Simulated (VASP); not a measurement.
# H4C in VASP: a series of runs

H4C is run at these levels: LDA; tasks: single point, relaxation of the atoms.

Everything below comes from runs of VASP 6.6.1. Logs are shortened: lines on timing, memory, paths and dates and some standing lists are left out, and cuts for length are marked.

### Step 1. The cell of the first run

The cell holds an amorphous packing of atoms, 40 atoms: a = 8.685 Å, b = 8.685 Å, c = 8.685 Å, α = 90.00°, β = 90.00°, γ = 90.00°.

### Step 2. Single point, LDA

The input, INCAR:

```
  PREC = Accurate
  ENCUT = 520
  EDIFF = 1E-6
  ISMEAR = -1
  SIGMA = 0.02
  LREAL = Auto
  LASPH = T
  NELM = 80
  ALGO = Normal
  ISIF = 2
  LWAVE = F
  LCHARG = F
  NBANDS = 58
```

The input, KPOINTS:

```
regular mesh
0
Gamma
  1 1 1
```

The input, POSCAR:

```
H4C
1.0
    8.6854290000      0.0000000000      0.0000000000
    0.0000000000      8.6854290000      0.0000000000
    0.0000000000      0.0000000000      8.6854290000
C H
8 32
Direct
    0.2320783464      0.4801950485      0.7792936883
    0.2172604255      0.9396427050      0.4548882962
    0.1557781429      0.0957811065      0.8289745964
    0.8757310664      1.0204677282      0.1793808918
    0.3096104982      0.2680120924      0.2377430061
    0.7165334032      0.8267524840      0.5353909404
    0.9784318080      0.2889206739      0.4569492192
    0.4988584905      0.5956297611      1.1028010246
    0.2744481591      0.3932448242      0.7071959255
    0.1378630808      0.4447909251      0.8597848189
    0.1629856165      0.5380735943      0.6919750308
    0.3158508348      0.5470080983      0.8464176036
    0.1100348641      0.8862429248      0.4003601895
    0.2388828462      1.0334204563      0.3779893889
    0.3089542267      0.8539704832      0.4633392317
    0.1813151659      0.9898302087      0.5684693295
    0.2485427030      0.1523125686      0.7677456116
    0.0709233821      0.1868762038      0.8423993795
    0.1840323604      0.0605266591      0.9434306584
    0.1260271657     -0.0069541758      0.7593407303
    0.8248872911      1.0592683447      0.2867561291
    0.9536892190      0.9228789965      0.2022007203
    0.9388482711      1.1070149788      0.1082963202
    0.7939389062      0.9675054623      0.1032764185
    0.2349106763      0.2439488021      0.3329599494
    0.2648113294      0.3594065417      0.1555824128
    0.3295864833      0.1685236273      0.1601187460
    0.4197489842      0.3097601742      0.2888170521
    0.8077551495      0.8410753228      0.4460919547
    0.6382183310      0.7342987894      0.5177982573
    0.6627997304      0.9378926476      0.5542616260
    0.7770946029      0.8021710845      0.6436412064
    1.0056152667      0.1641715107      0.4672077798
    1.0811901174      0.3548586949      0.4890834984
    0.8753971738      0.3222984150      0.5286440083
    0.9470804493      0.3082634145      0.3349057370
    0.5545494644      0.5075857508      1.1644214696
    0.4469669834      0.6754991607      1.1780650098
    0.4197720113      0.5291390903      1.0290568261
    0.5825618976      0.6492828391      1.0268116866
```

Potentials or basis: VASP PAW LDA potentials, release 64 (C, H).

Launch:

```console
$ cat potpaw_LDA.64/C/POTCAR potpaw_LDA.64/H/POTCAR > POTCAR
$ mpirun -np 1 vasp_gam > vasp.out
```

OUTCAR:

```text
PREC = Accurate
   ENCUT = 520
   EDIFF = 1E-6
   ISMEAR = -1
   LREAL = Auto
   LASPH = T
   NELM = 80
   ISIF = 2

 ion  position               nearest neighbor table
   1  0.232  0.480  0.779-   9 1.05  11 1.09  12 1.10  10 1.12
   2  0.217  0.940  0.455-  14 1.07  15 1.09  16 1.12  13 1.14
   3  0.156  0.096  0.829-  19 1.07  17 1.08  18 1.09  20 1.11
   4  0.876  0.020  0.179-  24 1.07  21 1.09  22 1.10  23 1.12
   5  0.310  0.268  0.238-  25 1.07  27 1.11  28 1.12  26 1.14
   6  0.717  0.827  0.535-  30 1.06  31 1.08  32 1.10  29 1.12
   7  0.978  0.289  0.457-  34 1.10  36 1.11  33 1.11  35 1.13
   8  0.499  0.596  0.103-  37 1.05  38 1.05  40 1.09  39 1.10
   9  0.274  0.393  0.707-   1 1.05
  10  0.138  0.445  0.860-   1 1.12
  11  0.163  0.538  0.692-   1 1.09
  12  0.316  0.547  0.846-   1 1.10
  13  0.110  0.886  0.400-   2 1.14
  14  0.239  0.033  0.378-   2 1.07
[... 24 lines left out ...]
  39  0.420  0.529  0.029-   8 1.10
  40  0.583  0.649  0.027-   8 1.09

  LATTYP: Found a simple cubic cell.
 ALAT       =     8.6854290000

  Lattice vectors:

 A1 = (   8.6854290000,   0.0000000000,   0.0000000000)
 A2 = (   0.0000000000,   8.6854290000,   0.0000000000)
 A3 = (   0.0000000000,   0.0000000000,   8.6854290000)

Analysis of symmetry for initial positions (statically):
=====================================================================
 Subroutine PRICEL returns:
 Original cell was already a primitive cell.

 Routine SETGRP: Setting up the symmetry group for a
 simple cubic supercell.

 Subroutine GETGRP returns: Found  1 space group operations
 (whereof  1 operations were pure point group operations)
 out of a pool of 48 trial point group operations.

The static configuration has the point symmetry C_1 .

Analysis of symmetry for dynamics (positions and initial velocities):
=====================================================================
 Subroutine PRICEL returns:
 Original cell was already a primitive cell.

 Routine SETGRP: Setting up the symmetry group for a
 simple cubic supercell.

 Subroutine GETGRP returns: Found  1 space group operations
 (whereof  1 operations were pure point group operations)
 out of a pool of 48 trial point group operations.

The dynamic configuration has the point symmetry C_1 .

 Subroutine INISYM returns: Found  1 space group operations
 (whereof  1 operations are pure point group operations),
 and found     1 'primitive' translations

----------------------------------------------------------------------------------------

                                     Primitive cell

  volume of cell :     655.1999

  direct lattice vectors                    reciprocal lattice vectors
     8.685429000  0.000000000  0.000000000     0.115135361  0.000000000  0.000000000
     0.000000000  8.685429000  0.000000000     0.000000000  0.115135361  0.000000000
     0.000000000  0.000000000  8.685429000     0.000000000  0.000000000  0.115135361

  length of vectors
     8.685429000  8.685429000  8.685429000     0.115135361  0.115135361  0.115135361

  position of ions in fractional coordinates (direct lattice)
     0.232078346  0.480195049  0.779293688
     0.217260426  0.939642705  0.454888296
     0.155778143  0.095781106  0.828974596
     0.875731066  0.020467728  0.179380892
     0.309610498  0.268012092  0.237743006
     0.716533403  0.826752484  0.535390940
[... 32 lines left out ...]
     0.419772011  0.529139090  0.029056826
     0.582561898  0.649282839  0.026811687

  ion indices of the primitive-cell ions
   primitive index   ion index
                 1           1
                 2           2
                 3           3
                 4           4
                 5           5
                 6           6
[... 32 lines left out ...]
                39          39
                40          40

----------------------------------------------------------------------------------------

 KPOINTS: regular mesh

Automatic generation of k-mesh.
 Grid dimensions read from file:
 generate k-points for:    1    1    1

 Generating k-lattice:

  Cartesian coordinates                     Fractional coordinates (reciprocal lattice)
     0.115135361  0.000000000  0.000000000     1.000000000  0.000000000  0.000000000
     0.000000000  0.115135361  0.000000000     0.000000000  1.000000000  0.000000000
     0.000000000  0.000000000  0.115135361     0.000000000  0.000000000  1.000000000

  Length of vectors
     0.115135361  0.115135361  0.115135361

  Shift w.r.t. Gamma in fractional coordinates (k-lattice)
     0.000000000  0.000000000  0.000000000

 Subroutine IBZKPT returns following result:
 ===========================================

 Found      1 irreducible k-points:

 Following reciprocal coordinates:
            Coordinates               Weight
  0.000000  0.000000  0.000000      1.000000
   k-points           NKPTS =      1   k-points in BZ     NKDIM =      1   number of bands    NBANDS=     58
   number of dos      NEDOS =    301   number of ions     NIONS =     40
   total plane-waves  NPLWV = 343000
   dimension x,y,z NGX =    70 NGY =   70 NGZ =   70
   dimension x,y,z NGXF=   140 NGYF=  140 NGZF=  140
   ions per type =               8  32
   NGX,Y,Z   is equivalent  to a cutoff of  13.40, 13.40, 13.40 a.u.
   NGXF,Y,Z  is equivalent  to a cutoff of  26.80, 26.80, 26.80 a.u.
 SYSTEM =  unknown system
   PREC   = accura    normal or accurate (medium, high low for compatibility)
   ISTART =      0    job   : 0-new  1-cont  2-samecut
   ICHARG =      2    charge: 1-file 2-atom 10-const
   ISPIN  =      1    spin polarized calculation?
   LNONCOLLINEAR =      F non collinear calculations
   LSORBIT =      F    spin-orbit coupling
   LASPH  =      T    aspherical Exc in radial PAW
   ENCUT  =  520.0 eV  38.22 Ry    6.18 a.u.  16.15 16.15 16.15*2*pi/ulx,y,z
   NELM   =     80;   NELMIN=  2; NELMDL= -5     # of ELM steps
   EDIFF  = 0.1E-05   stopping-criterion for ELM
   LREAL  =      T    real-space projection
   EDIFFG = 0.1E-04   stopping-criterion for IOM
   NSW    =      0    number of steps for IOM
   IBRION =     -1    ionic relax: 0-MD 1-quasi-New 2-CG
   NFREE  =      0    steps in history (QN), initial steepest desc. (CG)
   ISIF   =      2    stress and relaxation
   ISYM   =      2    0-nonsym 1-usesym 2-fastsym
   POTIM  = 0.5000    time-step for ionic-motion
   TEBEG  =    0.0;   TEEND  =   0.0 temperature during run
   PSTRESS=    0.0 pullay stress
   NELECT =      64.0000    total number of electrons
   NUPDOWN=      -1.0000    fix difference up-down
   EMIN   =  10.00;   EMAX   =-10.00  energy-range for DOS
   EFERMI =   0.00;   METHOD = LEGACY
   ISMEAR =    -1;   SIGMA  =   0.02  broadening in eV -4-tet -1-fermi 0-gaus
   EFERMI_NEDOS =   21; number of points for ismear=-14 and -15
   IALGO  =     38    algorithm
   IMIX   =      4    mixing-type and parameters
     AMIX     =   0.40;   BMIX     =  1.00
     AMIX_MAG =   1.60;   BMIX_MAG =  1.00
  volume/ion in A,a.u.               =      16.38       110.54
  Fermi-wavevector in a.u.,A,eV,Ry     =   0.753952  1.424762  7.734140  0.568443
  Thomas-Fermi vector in A             =   1.851508
   LORBIT       =      0    0 simple, 1 ext, 2 COOP (PROOUT), +10 PAW based schemes
   GGA     = CA    functional components
   LHFCALC =     F    Hartree Fock is set to
   AEXX    =    0.0000 exact exchange contribution
   IVDW    =     0    specifies the selected vdW correction
   LEPSILON=     F    determine dielectric tensor
   LRPA    =     F    only Hartree local field effects (RPA)
 non-spin polarized calculation
  energy-cutoff  :      520.00
  volume of cell :      655.20
 maximum number of plane-waves:      8779
 NGX is ok and might be reduce to    70
   NGX = 33   NGY = 33   NGZ = 33

 number of electron      63.9999998 magnetization

 Free energy of the ion-electron system (eV)
  ---------------------------------------------------
  ext. energy  EPLUGINS =         0.00000000
  ---------------------------------------------------
  free energy    TOTEN  =      -197.90450282 eV

  energy without entropy =     -197.90450282  energy(sigma->0) =     -197.90450282

 E-fermi :  -6.3314     XC(G=0):  -4.8781

 val. band max:       -6.8550898261   @ k =   0.0000   0.0000   0.0000
 cond. band min:      -0.1810169453   @ k =   0.0000   0.0000   0.0000
 fundamental gap:      6.6740728808
 Fermi energy:        -6.3313777124

 k-point     1 :       0.0000    0.0000    0.0000
  band No.  band energies     occupation
      1     -15.7990      2.00000
      2     -15.5924      2.00000
      3     -15.5492      2.00000
      4     -15.4158      2.00000
      5     -15.3644      2.00000
      6     -15.3048      2.00000
[... 36 lines left out ...]
     43       2.7604      0.00000
     44       2.8202      0.00000
 [bands above 44 left out]

------------------------ aborting loop because EDIFF is reached ----------------------------------------

  FORCE on cell =-STRESS in cart. coord.  units (eV):
  Direction    XX          YY          ZZ          XY          YZ          ZX
  --------------------------------------------------------------------------------------
  -------------------------------------------------------------------------------------
  Total        2.0369860      3.9242092     -0.0749525     -1.0304280     -1.6184736      0.1969519
  in kB        4.9810948      9.5959706     -0.1832832     -2.5197324     -3.9576954      0.4816116
  external PRESSURE =       4.7979274 kB  Pullay stress =       0.0000000 kB

 VOLUME and BASIS-vectors are now :
 -----------------------------------------------------------------------------
  energy-cutoff  :      520.00
  volume of cell :      655.20
      direct lattice vectors                 reciprocal lattice vectors
     8.685429000  0.000000000  0.000000000     0.115135361  0.000000000  0.000000000
     0.000000000  8.685429000  0.000000000     0.000000000  0.115135361  0.000000000
     0.000000000  0.000000000  8.685429000     0.000000000  0.000000000  0.115135361

 POSITION                                       TOTAL-FORCE (eV/Angst)
 -----------------------------------------------------------------------------------
      2.01570      4.17070      6.76850        -1.966256      0.966123      1.013145
      1.88700      8.16120      3.95090        -2.137823     -0.588090      0.308723
      1.35300      0.83190      7.20000        -0.203065     -0.110446     -0.743056
      7.60610      0.17777      1.55800         1.086035     -0.404480     -0.684563
      2.68910      2.32780      2.06490         0.916432      1.013210     -1.559099
      6.22340      7.18070      4.65010         1.752931      0.786087      0.455579
[... 32 lines left out ...]
      3.64590      4.59580      0.25237        -0.338264      0.438088      0.150069
      5.05980      5.63930      0.23287         0.262013      0.356621     -0.141328
 -----------------------------------------------------------------------------------
    total drift:                               -0.016431      0.026112      0.012323

  FREE ENERGIE OF THE ION-ELECTRON SYSTEM (eV)
  ---------------------------------------------------
  free  energy   TOTEN  =      -197.9045028177 eV

  energy  without entropy=     -197.9045028177  energy(sigma->0) =     -197.90450282
```

Wall time 68 s (1 thread of Intel Xeon 6975P-C, shared host); peak memory 0.47 GiB.

What came out:

```
Free energy            : -197.9045 eV
Pressure               : 0.5 GPa
Largest force          : 2.414 eV/Å
Band gap on the k mesh : 6.67 eV
```

Forces in eV/Å, atoms in the order of the input:
```
C   -1.966  0.966  1.013
C   -2.138 -0.588  0.309
C   -0.203 -0.110 -0.743
C    1.086 -0.404 -0.685
C    0.916  1.013 -1.559
C    1.753  0.786  0.456
C   -0.800 -0.287  0.011
C    0.021 -0.637 -1.849
H    1.102 -1.841 -0.263
H    0.699 -0.477 -0.217
H    0.093  1.293 -0.073
H    0.016  0.164 -0.598
H    0.870  0.126  0.666
H    0.750  0.625 -0.527
H    0.171  0.069  0.040
H    0.415 -0.485 -0.666
H    0.764  0.090  0.087
H   -0.789 -0.114 -0.319
H    0.652 -0.333  0.899
H   -0.533  0.424  0.382
H   -0.126  0.367  0.123
H    0.286  0.219  0.255
H   -0.226 -0.097  0.666
H   -1.025 -0.118 -0.408
H   -0.819 -0.171  0.305
H    0.137 -0.472  0.982
H    0.048 -0.045  0.539
H   -0.250 -0.207 -0.421
H   -0.556 -0.298  0.122
H   -0.814 -0.696 -0.561
H   -0.525  0.303 -0.147
H    0.148 -0.092  0.114
H   -0.203  0.334  0.187
H   -0.061  0.193  0.032
H    0.803 -0.314 -0.291
H    0.228  0.129  0.198
H    1.000 -1.064  1.155
H   -0.848  0.957  0.777
H   -0.338  0.438  0.150
H    0.262  0.357 -0.141
```

Levels at points of the mesh, in eV from the valence-band top:
| k point | band 28 | band 29 | band 30 | band 31 | band 32 | band 33 | band 34 | band 35 | band 36 | band 37 |
| --- | --- | --- | --- | --- | --- | --- | --- | --- | --- | --- |
| (0.00, 0.00, 0.00) | -0.40 | -0.32 | -0.22 | -0.05 | 0.00 | 6.67 | 8.47 | 8.58 | 8.61 | 8.63 |

Caveat: the k points lie up to 0.72 Å⁻¹ apart.

[end of part 1 of 2]
